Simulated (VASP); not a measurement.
# WSe2 in VASP: notebook

WSe2 is run at these levels: PBEsol; tasks: single point.

Everything below comes from runs of VASP 6.6.1. Logs are shortened: lines on timing, memory, paths and dates and some standing lists are left out, and cuts for length are marked.

### Step 1. The cell of the first run

The cell holds a slab with vacuum, 3 atoms: a = 3.318 Å, b = 3.318 Å, c = 16.658 Å, α = 90.00°, β = 90.00°, γ = 120.00°.

### Step 2. Single point, PBEsol (atoms displaced along a vibrational mode)

INCAR reads:

```
SYSTEM = WSe2
PREC = Accurate
ENCUT = 520
EDIFF = 1E-7
ISMEAR = 0
SIGMA = 0.05
LREAL = .FALSE.
LASPH = .TRUE.
NELM = 100
ALGO = Normal
ISIF = 2
LWAVE = .FALSE.
LCHARG = .TRUE.
GGA = PS
LELF = .TRUE.
LVHAR = .TRUE.
NBANDS = 20
```

KPOINTS reads:

```
regular mesh
0
G
  12 12 2
  0 0 0
```

POSCAR reads:

```
WSe2
1.0
    3.3179375931      0.0000000000      0.0000000000
   -1.6589687966      2.8734182438      0.0000000000
    0.0000000000      0.0000000000     16.6581424200
W Se
1 2
Direct
    0.0000000000      0.0000000000      0.0000000000
    0.2955154293      0.6389820395      0.0997865200
    0.3711512374      0.6943512939      0.9002134800
```

Potentials or basis: VASP PAW PBE potentials, release 64 (W_sv, Se).

Started as:

```bash
> cat potpaw_PBE.64/W_sv/POTCAR potpaw_PBE.64/Se/POTCAR > POTCAR
> mpirun -np 1 vasp_std > vasp.out
```

OUTCAR:

```text
SYSTEM = WSe2
   PREC = Accurate
   ENCUT = 520
   EDIFF = 1E-7
   ISMEAR = 0
   LREAL = .FALSE.
   LASPH = .TRUE.
   NELM = 100
   ISIF = 2
   GGA = PS

 ion  position               nearest neighbor table
   1  0.000  0.000  0.000-   3 2.46   2 2.48   2 2.52   3 2.56   3 2.60   2 2.62
   2  0.296  0.639  0.100-   1 2.48   1 2.52   1 2.62
   3  0.371  0.694  0.900-   1 2.46   1 2.56   1 2.60

  LATTYP: Found a hexagonal cell.
 ALAT       =     3.3179375931
 C/A-ratio  =     5.0206316281

  Lattice vectors:

 A1 = (   3.3179375931,   0.0000000000,   0.0000000000)
 A2 = (  -1.6589687966,   2.8734182438,   0.0000000000)
 A3 = (   0.0000000000,   0.0000000000,  16.6581424200)

Analysis of symmetry for initial positions (statically):
=====================================================================
 Subroutine PRICEL returns:
 Original cell was already a primitive cell.

 Routine SETGRP: Setting up the symmetry group for a
 hexagonal supercell.

 Subroutine GETGRP returns: Found  1 space group operations
 (whereof  1 operations were pure point group operations)
 out of a pool of 24 trial point group operations.

The static configuration has the point symmetry C_1 .

Analysis of symmetry for dynamics (positions and initial velocities):
=====================================================================
 Subroutine PRICEL returns:
 Original cell was already a primitive cell.

 Routine SETGRP: Setting up the symmetry group for a
 hexagonal supercell.

 Subroutine GETGRP returns: Found  1 space group operations
 (whereof  1 operations were pure point group operations)
 out of a pool of 24 trial point group operations.

The dynamic configuration has the point symmetry C_1 .

 Subroutine INISYM returns: Found  1 space group operations
 (whereof  1 operations are pure point group operations),
 and found     1 'primitive' translations

----------------------------------------------------------------------------------------

                                     Primitive cell

  volume of cell :     158.8158

  direct lattice vectors                    reciprocal lattice vectors
     3.317937593  0.000000000  0.000000000     0.301392046  0.174008779  0.000000000
    -1.658968797  2.873418244  0.000000000     0.000000000  0.348017558  0.000000000
     0.000000000  0.000000000 16.658142420     0.000000000  0.000000000  0.060030703

  length of vectors
     3.317937593  3.317937593 16.658142420     0.348017558  0.348017558  0.060030703

  position of ions in fractional coordinates (direct lattice)
     0.000000000  0.000000000  0.000000000
     0.295515429  0.638982040  0.099786520
     0.371151237  0.694351294  0.900213480

  ion indices of the primitive-cell ions
   primitive index   ion index
                 1           1
                 2           2
                 3           3

----------------------------------------------------------------------------------------

 KPOINTS: regular mesh

Automatic generation of k-mesh.
 Grid dimensions read from file:
 generate k-points for:   12   12    2

 Generating k-lattice:

  Cartesian coordinates                     Fractional coordinates (reciprocal lattice)
     0.025116004  0.014500732  0.000000000     0.083333333  0.000000000  0.000000000
     0.000000000  0.029001463  0.000000000     0.000000000  0.083333333  0.000000000
     0.000000000  0.000000000  0.030015351     0.000000000  0.000000000  0.500000000

  Length of vectors
     0.029001463  0.029001463  0.030015351

  Shift w.r.t. Gamma in fractional coordinates (k-lattice)
     0.000000000  0.000000000  0.000000000

 Subroutine IBZKPT returns following result:
 ===========================================

 Found    148 irreducible k-points:

 Following reciprocal coordinates:
            Coordinates               Weight
  0.000000  0.000000  0.000000      1.000000
  0.083333  0.000000  0.000000      2.000000
  0.000000  0.083333  0.000000      2.000000
 -0.083333  0.083333  0.000000      2.000000
  0.166667  0.000000  0.000000      2.000000
  0.000000  0.166667  0.000000      2.000000
[... 16 lines left out ...]
  0.166667  0.083333  0.000000      2.000000
 -0.083333  0.250000  0.000000      2.000000
 [... further k-points ...]
   k-points           NKPTS =    148   k-points in BZ     NKDIM =    148   number of bands    NBANDS=     20
   number of dos      NEDOS =    301   number of ions     NIONS =      3
   total plane-waves  NPLWV =  98784
   dimension x,y,z NGX =    28 NGY =   28 NGZ =  126
   dimension x,y,z NGXF=    56 NGYF=   56 NGZF=  252
   ions per type =               1   2
   NGX,Y,Z   is equivalent  to a cutoff of  14.03, 14.03, 12.57 a.u.
   NGXF,Y,Z  is equivalent  to a cutoff of  28.06, 28.06, 25.15 a.u.
 SYSTEM =  WSe2
   PREC   = accura    normal or accurate (medium, high low for compatibility)
   ISTART =      0    job   : 0-new  1-cont  2-samecut
   ICHARG =      2    charge: 1-file 2-atom 10-const
   ISPIN  =      1    spin polarized calculation?
   LNONCOLLINEAR =      F non collinear calculations
   LSORBIT =      F    spin-orbit coupling
   LASPH  =      T    aspherical Exc in radial PAW
   ENCUT  =  520.0 eV  38.22 Ry    6.18 a.u.   6.17  6.17 30.97*2*pi/ulx,y,z
   NELM   =    100;   NELMIN=  2; NELMDL= -5     # of ELM steps
   EDIFF  = 0.1E-06   stopping-criterion for ELM
   LREAL  =      F    real-space projection
   EDIFFG = 0.1E-05   stopping-criterion for IOM
   NSW    =      0    number of steps for IOM
   IBRION =     -1    ionic relax: 0-MD 1-quasi-New 2-CG
   NFREE  =      0    steps in history (QN), initial steepest desc. (CG)
   ISIF   =      2    stress and relaxation
   ISYM   =      2    0-nonsym 1-usesym 2-fastsym
   POTIM  = 0.5000    time-step for ionic-motion
   TEBEG  =    0.0;   TEEND  =   0.0 temperature during run
   PSTRESS=    0.0 pullay stress
   NELECT =      26.0000    total number of electrons
   NUPDOWN=      -1.0000    fix difference up-down
   EMIN   =  10.00;   EMAX   =-10.00  energy-range for DOS
   EFERMI =   0.00;   METHOD = LEGACY
   ISMEAR =     0;   SIGMA  =   0.05  broadening in eV -4-tet -1-fermi 0-gaus
   EFERMI_NEDOS =   21; number of points for ismear=-14 and -15
   IALGO  =     38    algorithm
   IMIX   =      4    mixing-type and parameters
     AMIX     =   0.40;   BMIX     =  1.00
     AMIX_MAG =   1.60;   BMIX_MAG =  1.00
  volume/ion in A,a.u.               =      52.94       357.25
  Fermi-wavevector in a.u.,A,eV,Ry     =   0.895574  1.692389 10.912587  0.802053
  Thomas-Fermi vector in A             =   2.017923
   LORBIT       =      0    0 simple, 1 ext, 2 COOP (PROOUT), +10 PAW based schemes
   GGA     = PS    functional components
   LHFCALC =     F    Hartree Fock is set to
   AEXX    =    0.0000 exact exchange contribution
   IVDW    =     0    specifies the selected vdW correction
   LEPSILON=     F    determine dielectric tensor
   LRPA    =     F    only Hartree local field effects (RPA)
 non-spin polarized calculation
 Gauss-broadening in eV      SIGMA  =   0.05
  energy-cutoff  :      520.00
  volume of cell :      158.82
 maximum number of plane-waves:      4302
 NGX is ok and might be reduce to    28
   NGX = 13   NGY = 13   NGZ = 61

 number of electron      25.9999999 magnetization

 Free energy of the ion-electron system (eV)
  ---------------------------------------------------
  ext. energy  EPLUGINS =         0.00000000
  ---------------------------------------------------
  free energy    TOTEN  =       -23.11168107 eV

  energy without entropy =      -23.11168107  energy(sigma->0) =      -23.11168107

 E-fermi :  -0.5442     XC(G=0):  -4.7781

 val. band max:       -0.9562769739   @ k =   0.3333   0.3333   0.0000
 cond. band min:       0.5390101696   @ k =   0.3333   0.3333   0.5000
 fundamental gap:      1.4952871435
 Fermi energy:        -0.5441795894

 k-point     1 :       0.0000    0.0000    0.0000
  band No.  band energies     occupation
      1     -74.9697      2.00000
      2     -39.2040      2.00000
      3     -39.0994      2.00000
      4     -39.0957      2.00000
      5     -15.7179      2.00000
      6     -14.4207      2.00000
[... 12 lines left out ...]
     19       4.1061      0.00000
     20       4.2667      0.00000

 k-point     2 :       0.0833    0.0000    0.0000
  band No.  band energies     occupation
      1     -74.9691      2.00000
      2     -39.2013      2.00000
      3     -39.1138      2.00000
      4     -39.0993      2.00000
      5     -15.6160      2.00000
      6     -14.3709      2.00000
[... 12 lines left out ...]
     19       4.2433      0.00000
     20       4.6019      0.00000

 k-point     3 :       0.0000    0.0833    0.0000
  band No.  band energies     occupation
      1     -74.9691      2.00000
      2     -39.2013      2.00000
      3     -39.1124      2.00000
      4     -39.1007      2.00000
      5     -15.6159      2.00000
      6     -14.3710      2.00000
[... 12 lines left out ...]
     19       4.2444      0.00000
     20       4.6076      0.00000

 k-point     4 :      -0.0833    0.0833    0.0000
  band No.  band energies     occupation
      1     -74.9691      2.00000
      2     -39.2013      2.00000
      3     -39.1107      2.00000
      4     -39.1025      2.00000
      5     -15.6158      2.00000
      6     -14.3711      2.00000
[... 12 lines left out ...]
     19       4.2454      0.00000
     20       4.6130      0.00000

 k-point     5 :       0.1667    0.0000    0.0000
  band No.  band energies     occupation
      1     -74.9674      2.00000
      2     -39.1937      2.00000
      3     -39.1532      2.00000
      4     -39.1087      2.00000
      5     -15.3241      2.00000
      6     -14.2290      2.00000
[... 12 lines left out ...]
     19       4.6242      0.00000
     20       5.2959      0.00000
[... 353 lines left out ...]
      6     -14.2753      2.00000
[... 12 lines left out ...]
     19       4.5052      0.00000
     20       5.1686      0.00000

 k-point    22 :      -0.1667    0.0833    0.0000
  band No.  band energies     occupation
      1     -74.9679      2.00000
      2     -39.1961      2.00000
      3     -39.1386      2.00000
      4     -39.1079      2.00000
      5     -15.4188      2.00000
      6     -14.2751      2.00000
[... 12 lines left out ...]
     19       4.5047      0.00000
     20       5.1604      0.00000

 k-point    23 :       0.1667    0.0833    0.0000
  band No.  band energies     occupation
      1     -74.9659      2.00000
      2     -39.1874      2.00000
      3     -39.1846      2.00000
      4     -39.1191      2.00000
      5     -15.0529      2.00000
      6     -14.0978      2.00000
[... 12 lines left out ...]
     19       4.9882      0.00000
     20       5.7555      0.00000

 k-point    24 :      -0.0833    0.2500    0.0000
  band No.  band energies     occupation
      1     -74.9659      2.00000
      2     -39.1873      2.00000
      3     -39.1820      2.00000
      4     -39.1220      2.00000
      5     -15.0522      2.00000
      6     -14.0984      2.00000
[... 12 lines left out ...]
     19       4.9881      0.00000
     20       5.7737      0.00000

 [... further k-points ...]

------------------------ aborting loop because EDIFF is reached ----------------------------------------

  FORCE on cell =-STRESS in cart. coord.  units (eV):
  Direction    XX          YY          ZZ          XY          YZ          ZX
  --------------------------------------------------------------------------------------
  -------------------------------------------------------------------------------------
  Total       -1.1354248     -1.1363918      0.2063357      0.0116357      2.2363484      2.2363848
  in kB      -11.4544790    -11.4642345      2.0815712      0.1173845     22.5609000     22.5612667
  external PRESSURE =      -6.9457141 kB  Pullay stress =       0.0000000 kB

 VOLUME and BASIS-vectors are now :
 -----------------------------------------------------------------------------
  energy-cutoff  :      520.00
  volume of cell :      158.82
      direct lattice vectors                 reciprocal lattice vectors
     3.317937593  0.000000000  0.000000000     0.301392046  0.174008779  0.000000000
    -1.658968797  2.873418244  0.000000000     0.000000000  0.348017558  0.000000000
     0.000000000  0.000000000 16.658142420     0.000000000  0.000000000  0.060030703

 POSITION                                       TOTAL-FORCE (eV/Angst)
 -----------------------------------------------------------------------------------
      0.00000      0.00000      0.00000         0.172913      0.000053      0.015623
     -0.07955      1.83606      1.66226         0.586274      0.672690      0.057824
      0.07955      1.99516     14.99588        -0.759187     -0.672743     -0.073448
 -----------------------------------------------------------------------------------
    total drift:                               -0.000005     -0.000004      0.000044

  FREE ENERGIE OF THE ION-ELECTRON SYSTEM (eV)
  ---------------------------------------------------
  free  energy   TOTEN  =       -23.1116810653 eV

  energy  without entropy=      -23.1116810653  energy(sigma->0) =      -23.11168107
```

Run time: 6.4 min. Hardware: 1 thread of Intel Xeon 6975P-C (Granite Rapids), shared host; peak memory 0.63 GiB.

Results:

| Quantity | Value |
| --- | --- |
| Free energy | -23.1117 eV |
| Largest force | 1.017 eV/Å |
| Band gap on the k mesh | 1.50 eV |

Forces in eV/Å, atoms in the order of the input:
```
W    0.173  0.000  0.016
Se   0.586  0.673  0.058
Se  -0.759 -0.673 -0.073
```

Caveat: the cell differs from its parent crystal (atoms displaced along a vibrational mode); the PAW data sets were made with another functional, which shifts forces and pressure a little; spin-orbit coupling is left out, which moves the levels of the heavy elements.

### Step 3. Single point, PBEsol (atoms displaced along a vibrational mode)

INCAR reads:

```
ALGO = Normal
EDIFF = 1E-6
ENCUT = 520
GGA = PS
ISIF = 2
ISMEAR = 0
LASPH = T
LCHARG = T
LELF = T
LREAL = F
LVHAR = T
LWAVE = F
NBANDS = 20
NELM = 60
PREC = Accurate
SIGMA = 0.05
```

KPOINTS reads:

```
k-points
0
Gamma
  12 12 2
```

POSCAR reads:

```
WSe2
1.0
    3.3179375931      0.0000000000      0.0000000000
   -1.6589687966      2.8734182438      0.0000000000
    0.0000000000      0.0000000000     16.6581424200
W Se
1 2
Direct
    0.0000000000      0.0000000000      0.0000000000
    0.3207273653      0.6574384576      0.0997865200
    0.3459393014      0.6758948757      0.9002134800
```

Potentials or basis: VASP PAW PBE potentials, release 64 (W_sv, Se).

Started as:

```bash
> cat potpaw_PBE.64/W_sv/POTCAR potpaw_PBE.64/Se/POTCAR > POTCAR
> mpirun -np 1 vasp_std > vasp.out
```

Wall time 6 min (1 thread of Intel Xeon 6975P-C (Granite Rapids), shared host); peak memory 0.62 GiB.

The run converged. Its results:

| Property | Result |
| --- | --- |
| Free energy | -23.2069 eV |
| Largest force | 0.330 eV/Å |
| Band gap on the k mesh | 1.51 eV |

Forces in eV/Å, atoms in the order of the input:
```
W    0.019  0.000  0.001
Se   0.215  0.225 -0.058
Se  -0.234 -0.225  0.057
```

Levels at points of the mesh, in eV from the valence-band top:
```csv
k point,band 10,band 11,band 12,band 13,band 14,band 15,band 16,band 17
"(0.00, 0.00, 0.00)",-2.06,-1.28,-1.27,-0.26,2.91,2.91,3.16,3.17
"(0.50, 0.00, 0.00)",-3.02,-2.07,-0.96,-0.96,2.35,2.74,3.70,4.34
"(0.00, 0.50, 0.00)",-3.02,-2.07,-0.97,-0.96,2.35,2.74,3.71,4.30
"(0.50, 0.50, 0.00)",-3.01,-2.06,-0.97,-0.96,2.35,2.74,3.71,4.27
"(0.00, 0.00, 0.50)",-2.06,-1.28,-1.27,-0.26,2.91,2.91,3.16,3.17
"(0.50, 0.00, 0.50)",-3.02,-2.07,-0.96,-0.96,2.35,2.74,3.70,4.34
"(0.00, 0.50, 0.50)",-3.02,-2.07,-0.97,-0.96,2.35,2.74,3.71,4.30
"(0.50, 0.50, 0.50)",-3.01,-2.06,-0.97,-0.96,2.35,2.74,3.71,4.27
```

Caveat: the cell differs from its parent crystal (atoms displaced along a vibrational mode); the PAW data sets were made with another functional, which shifts forces and pressure a little; spin-orbit coupling is left out, which moves the levels of the heavy elements.

### Step 4. Single point, PBEsol (atoms displaced along a vibrational mode)

Edit INCAR of step 3 so:

```diff
@@ -13,3 +13,3 @@
 NBANDS = 20
-NELM = 60
+NELM = 80
 PREC = Accurate
```

KPOINTS is that of step 3.

POSCAR reads:

```
WSe2
1.0
    3.3179375931      0.0000000000      0.0000000000
   -1.6589687966      2.8734182438      0.0000000000
    0.0000000000      0.0000000000     16.6581424200
W Se
1 2
Direct
    0.0000000000      0.0000000000      0.0000000000
    0.3081213973      0.6482102485      0.0997865200
    0.3585452694      0.6851230848      0.9002134800
```

Started as:

```bash
> cat potpaw_PBE.64/W_sv/POTCAR potpaw_PBE.64/Se/POTCAR > POTCAR
> mpirun -np 1 vasp_std > vasp.out
```

Run time: 12 min. Hardware: 1 thread of Oxide Virtual Turin-like, shared host; peak memory 0.6 GiB.

Results (log left out):

```yaml
Free_energy: -23.1712 eV
Largest_force: 0.663 eV/Å
Band_gap_on_the_k_mesh: 1.51 eV
```

Forces on the atoms (eV/Å):
```
W    0.077  0.000  0.005
Se   0.410  0.449 -0.014
Se  -0.487 -0.449  0.009
```

Levels at points of the mesh, in eV from the valence-band top:
```tsv
k point	band 10	band 11	band 12	band 13	band 14	band 15	band 16	band 17
(0.00, 0.00, 0.00)	-2.02	-1.30	-1.28	-0.25	2.84	2.86	3.19	3.20
(0.50, 0.00, 0.00)	-3.03	-2.10	-0.96	-0.95	2.33	2.73	3.67	4.34
(0.00, 0.50, 0.00)	-3.02	-2.09	-0.96	-0.95	2.33	2.73	3.68	4.24
(0.50, 0.50, 0.00)	-3.02	-2.08	-0.96	-0.95	2.34	2.72	3.70	4.16
(0.00, 0.00, 0.50)	-2.02	-1.30	-1.28	-0.25	2.84	2.86	3.19	3.20
(0.50, 0.00, 0.50)	-3.03	-2.10	-0.96	-0.95	2.33	2.73	3.67	4.34
(0.00, 0.50, 0.50)	-3.02	-2.09	-0.96	-0.95	2.33	2.73	3.68	4.24
(0.50, 0.50, 0.50)	-3.02	-2.08	-0.96	-0.95	2.34	2.72	3.70	4.16
```

Caveat: the cell differs from its parent crystal (atoms displaced along a vibrational mode); the PAW data sets were made with another functional, which shifts forces and pressure a little; spin-orbit coupling is left out, which moves the levels of the heavy elements.

### Step 5. Overview

```tsv
cell	gap on the mesh (eV)	largest force (eV/Å)
as given, atomic positions A	1.50	1.02
as given, atomic positions B	1.51	0.33
as given, atomic positions C	1.51	0.66
```

Alike in all rows: task single point; level PBEsol; potentials or basis VASP PAW PBE potentials, release 64 (W_sv, Se); no spin polarisation; k mesh 12 × 12 × 2; cutoff (eV) 520; smearing gaussian 0.05 eV.

Caveats: the PAW data sets were made with another functional, which shifts forces and pressure a little; spin-orbit coupling is left out, which moves the levels of the heavy elements.

Total energies depend on the potentials used, so only differences within one code and one set of settings carry meaning.
